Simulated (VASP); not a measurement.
A run of VASP 6.6.1 is set up as follows.

File INCAR:

```
SYSTEM = TiO2
PREC = Accurate ; ENCUT = 520
EDIFF = 1E-6 ; ISMEAR = -1
SIGMA = 0.05 ; LREAL = .FALSE.
LASPH = .TRUE. ; NELM = 150
ALGO = Normal ; ISIF = 2
LWAVE = .FALSE. ; LCHARG = .FALSE.
LMAXMIX = 4 ; LDAU = .TRUE.
LDAUTYPE = 2 ; LDAUL = 2 -1
LDAUU = 3 0 ; LDAUJ = 0 0
LDAUPRINT = 1 ; GGA = PS
NBANDS = 33
```

The input KPOINTS:

```
Automatic mesh
0
G
  6 6 9
  0 0 0
```

POSCAR

```
TiO2
1.0
    4.5908682285      0.0000000000      0.0000000000
    0.0000000000      4.5908682285      0.0000000000
    0.0000000000      0.0000000000      2.9692150486
Ti O
2 4
Direct
    0.0000000000      0.0000000000      0.5000000000
    0.5000000000      0.5000000000      0.0000000000
    0.3049150215      0.3049150215      0.5000000000
    0.1950849785      0.8049150215      0.0000000000
    0.8049150215      0.1950849785      0.0000000000
    0.6950849785      0.6950849785      0.5000000000
```

Potentials or basis: VASP PAW PBE potentials, release 64 (Ti_sv, O).

Command:

```sh
$ cat potpaw_PBE.64/Ti_sv/POTCAR potpaw_PBE.64/O/POTCAR > POTCAR
$ mpirun -np 1 vasp_std > vasp.out
```

What does it give for the largest force?

0.116 eV/Å.

Predict the band gap on the k mesh.

2.20 eV.

Estimate the pressure.

3.6 GPa.

Forces on the atoms (eV/Å):
```
Ti   0.000  0.000  0.000
Ti   0.000  0.000  0.000
O   -0.082 -0.082  0.000
O    0.082 -0.082  0.000
O   -0.082  0.082  0.000
O    0.082  0.082  0.000
```

Caveat: the cell stands under pressure; the PAW data sets were made with another functional, which shifts forces and pressure a little; an odd mesh through Γ misses points on the zone boundary, where band edges can lie.
